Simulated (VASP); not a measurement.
# Ga (Im-3m) in VASP: a series of runs, part 2 of 2

VASP 6.6.1. Earlier steps stand in the parts before.

## (3) Single point, PBE+D3(BJ)

This run uses another cell than the first one, of 16.01 Å³/atom.

INCAR

```
PREC = Accurate ; ENCUT = 500
EDIFF = 1E-6 ; ISMEAR = -1
SIGMA = 0.1 ; LREAL = False
LASPH = True ; NELM = 120
ALGO = Normal ; ISIF = 2
LWAVE = False ; LCHARG = False
GGA = PE ; IVDW = 12
NBANDS = 12 ; GGA_COMPAT = False
```

KPOINTS

```
regular mesh
0
Gamma
  8 8 8
```

POSCAR

```
Ga
1.0
   -1.5876960498      1.5876960498      1.5876960498
    1.5876960498     -1.5876960498      1.5876960498
    1.5876960498      1.5876960498     -1.5876960498
Ga
1
Direct
    0.0000000000      0.0000000000      0.0000000000
```

Potentials or basis: VASP PAW PBE potentials, release 64 (Ga_d).

On the command line:

```sh
> cat potpaw_PBE.64/Ga_d/POTCAR > POTCAR
> mpirun -np 1 vasp_std > vasp.out
```

OUTCAR:

```text
PREC = Accurate
   ENCUT = 500
   EDIFF = 1E-6
   ISMEAR = -1
   LREAL = False
   LASPH = True
   NELM = 120
   ISIF = 2
   GGA = PE
   IVDW = 12
 IVDW          = 12

 ion  position               nearest neighbor table
   1  0.000  0.000  0.000-

  LATTYP: Found a body centered cubic cell.
 ALAT       =     3.1753920996

  Lattice vectors:

 A1 = (  -1.5876960498,   1.5876960498,   1.5876960498)
 A2 = (   1.5876960498,  -1.5876960498,   1.5876960498)
 A3 = (   1.5876960498,   1.5876960498,  -1.5876960498)

Analysis of symmetry for initial positions (statically):
=====================================================================
 Subroutine PRICEL returns:
 Original cell was already a primitive cell.

 Routine SETGRP: Setting up the symmetry group for a
 body centered cubic supercell.

 Subroutine GETGRP returns: Found 48 space group operations
 (whereof 48 operations were pure point group operations)
 out of a pool of 48 trial point group operations.

The static configuration has the point symmetry O_h .

Analysis of symmetry for dynamics (positions and initial velocities):
=====================================================================
 Subroutine PRICEL returns:
 Original cell was already a primitive cell.

 Routine SETGRP: Setting up the symmetry group for a
 body centered cubic supercell.

 Subroutine GETGRP returns: Found 48 space group operations
 (whereof 48 operations were pure point group operations)
 out of a pool of 48 trial point group operations.

The dynamic configuration has the point symmetry O_h .

 Subroutine INISYM returns: Found 48 space group operations
 (whereof 48 operations are pure point group operations),
 and found     1 'primitive' translations

[... 113 lines left out ...]
  volume/ion in A,a.u.               =      16.01       108.03
  Fermi-wavevector in a.u.,A,eV,Ry     =   1.527338  2.886251 31.739159  2.332762
  Thomas-Fermi vector in A             =   2.635248
   LORBIT       =      0    0 simple, 1 ext, 2 COOP (PROOUT), +10 PAW based schemes
   GGA     = PE    functional components
   LHFCALC =     F    Hartree Fock is set to
   AEXX    =    0.0000 exact exchange contribution
   IVDW    =    12    specifies the selected vdW correction
   LEPSILON=     F    determine dielectric tensor
   LRPA    =     F    only Hartree local field effects (RPA)
 non-spin polarized calculation
  energy-cutoff  :      500.00
  volume of cell :       16.01
 maximum number of plane-waves:       420
   NGX =  9   NGY =  9   NGZ =  9

 number of electron      13.0000012 magnetization

 Free energy of the ion-electron system (eV)
  ---------------------------------------------------
  ext. energy  EPLUGINS =         0.00000000
  ---------------------------------------------------
  free energy    TOTEN  =        -2.72385544 eV

  energy without entropy =       -2.70423540  energy(sigma->0) =       -2.71404542

 E-fermi :   7.4103     XC(G=0): -11.8659

 val. band max:        7.0507162342   @ k =   0.5000   0.5000   0.3750
 cond. band min:       7.4267099107   @ k =   0.2500   0.2500   0.1250
 fundamental gap:      0.3759936765
 Fermi energy:         7.4102870293

 k-point     1 :       0.0000    0.0000    0.0000
  band No.  band energies     occupation
      1      -7.9205      2.00000
      2      -7.9205      2.00000
      3      -7.9205      2.00000
      4      -7.6459      2.00000
      5      -7.6459      2.00000
      6      -5.1777      2.00000
      7      21.9469      0.00000
      8      21.9469      0.00000
      9      21.9469      0.00000
     10      26.0098      0.00000
     11      26.0098      0.00000
     12      26.0099      0.00000
[... 331 lines left out ...]
 k-point    24 :      -0.3750    0.3750    0.2500
  band No.  band energies     occupation
      1      -7.9451      2.00000
      2      -7.8514      2.00000
      3      -7.7838      2.00000
      4      -7.6984      2.00000
      5      -7.5678      2.00000
      6       1.1640      2.00000
      7       8.7628      0.00000
      8      11.5352      0.00000
      9      13.8769      0.00000
     10      17.0304      0.00000
     11      24.1777      0.00000
     12      27.5626      0.00000

 [... further k-points ...]

------------------------ aborting loop because EDIFF is reached ----------------------------------------

 Edisp (eV)   -0.36012

 E8    (eV) :    -0.1685

  FORCE on cell =-STRESS in cart. coord.  units (eV):
  Direction    XX          YY          ZZ          XY          YZ          ZX
  --------------------------------------------------------------------------------------
  -------------------------------------------------------------------------------------
  Total       1.00618     1.00618     1.00618     0.00000    -0.00000    -0.00000
  in kB     100.69887   100.69887   100.69887     0.00000    -0.00000    -0.00000
  external pressure =      100.70 kB  Pullay stress =        0.00 kB

 VOLUME and BASIS-vectors are now :
 -----------------------------------------------------------------------------
  energy-cutoff  :      500.00
  volume of cell :       16.01
      direct lattice vectors                 reciprocal lattice vectors
    -1.587696050  1.587696050  1.587696050     0.000000000  0.314921738  0.314921738
     1.587696050 -1.587696050  1.587696050     0.314921738  0.000000000  0.314921738
     1.587696050  1.587696050 -1.587696050     0.314921738  0.314921738  0.000000000

 POSITION                                       TOTAL-FORCE (eV/Angst)
 -----------------------------------------------------------------------------------
      0.00000      0.00000      0.00000        -0.000000      0.000000      0.000000
 -----------------------------------------------------------------------------------
    total drift:                                0.000000     -0.000000      0.000000

  FREE ENERGIE OF THE ION-ELECTRON SYSTEM (eV)
  ---------------------------------------------------
  free  energy   TOTEN  =        -3.0839778778 eV

  energy  without entropy=       -3.0643578393  energy(sigma->0) =       -3.07416786
```

stdout:

```text
POSCAR found type information on POSCAR Ga
 POSCAR found :  1 types and       1 ions
 scaLAPACK will be used
 LDA part: xc-table for (Slater+PW92), standard interpolation
 POSCAR, INCAR and KPOINTS ok, starting setup
 FFT: planning ... GRIDC
 FFT: planning ... GRID_SOFT
 FFT: planning ... GRID
 WAVECAR not read
 entering main loop
```

It took 4.8 s on 1 thread of AMD EPYC 7R43 (Zen 3), shared host; peak memory 0.1 GiB.

What came out:

| Property | Result |
| --- | --- |
| Free energy | -3.0840 eV |
| Pressure | 10.1 GPa |
| Band gap on the k mesh | zero (an odd number of electrons rules out a gap without spin polarisation) |
| Dispersion energy per atom | -0.360 eV |

Levels at points of the mesh, in eV from the Fermi level:
```tsv
k point	band 4	band 5	band 6	band 7	band 8	band 9
(0.00, 0.00, 0.00)	-15.06	-15.06	-12.59	14.54	14.54	14.54
(0.50, 0.00, 0.00)	-15.05	-14.88	-4.74	-4.74	7.83	9.83
(0.50, 0.50, 0.50)	-14.93	-14.93	1.47	1.47	1.47	2.75
```

Caveat: the cell stands under pressure.

## (4) Single point, PBE+D3(BJ)

This run uses another cell than the first one, of 14.71 Å³/atom.

INCAR

```
SYSTEM = Ga
ALGO = Normal
EDIFF = 1E-6
ENCUT = 500
GGA = PE
GGA_COMPAT = .FALSE.
ISIF = 2
ISMEAR = -1
IVDW = 12
LASPH = .TRUE.
LCHARG = .TRUE.
LELF = .TRUE.
LREAL = .FALSE.
LVHAR = .TRUE.
LWAVE = .FALSE.
NBANDS = 12
NELM = 120
PREC = Accurate
SIGMA = 0.1
```

KPOINTS

```
k-points
0
G
  8 8 8
  0 0 0
```

POSCAR

```
Ga
1.0
   -1.5435899667      1.5435899667      1.5435899667
    1.5435899667     -1.5435899667      1.5435899667
    1.5435899667      1.5435899667     -1.5435899667
Ga
1
Direct
    0.0000000000      0.0000000000      0.0000000000
```

On the command line:

```sh
> cat potpaw_PBE.64/Ga_d/POTCAR > POTCAR
> mpirun -np 1 vasp_std > vasp.out
```

It took 5.1 s on 1 thread of AMD EPYC 7R43 (Zen 3), shared host; peak memory 0.1 GiB.

It converged, with:

- Free energy: -2.9640 eV
- Pressure: 20.2 GPa
- Band gap on the k mesh: zero (an odd number of electrons rules out a gap without spin polarisation)
- Dispersion energy per atom: -0.393 eV

Levels at points of the mesh, in eV from the Fermi level:
```
           k point  band 4  band 5  band 6  band 7  band 8  band 9
(0.00, 0.00, 0.00)  -15.15  -15.15  -13.36   15.78   15.78   15.78
(0.50, 0.00, 0.00)  -15.14  -14.94   -5.21   -4.76    8.39   10.33
(0.50, 0.50, 0.50)  -14.99  -14.99    1.49    1.49    1.49    3.63
```

Caveat: the cell stands under pressure.

## (5) The runs side by side

| cell | gap on the mesh (eV) | pressure (GPa) |
| --- | --- | --- |
| a = 2.619 Å, angles 109.5°, 1 atom | none | 30.4 |
| a = 2.750 Å, angles 109.5°, 1 atom | none | 10.1 |
| a = 2.674 Å, angles 109.5°, 1 atom | none | 20.2 |

Alike in all rows: task single point; level PBE+D3(BJ); potentials or basis VASP PAW PBE potentials, release 64 (Ga_d); no spin polarisation; k mesh 8 × 8 × 8; cutoff (eV) 500; smearing fermi-dirac 0.1 eV.

Caveats: some runs use coarse meshes; the cell stands under pressure (at least some runs).

Absolute energies hang on the potentials; compare differences alone.
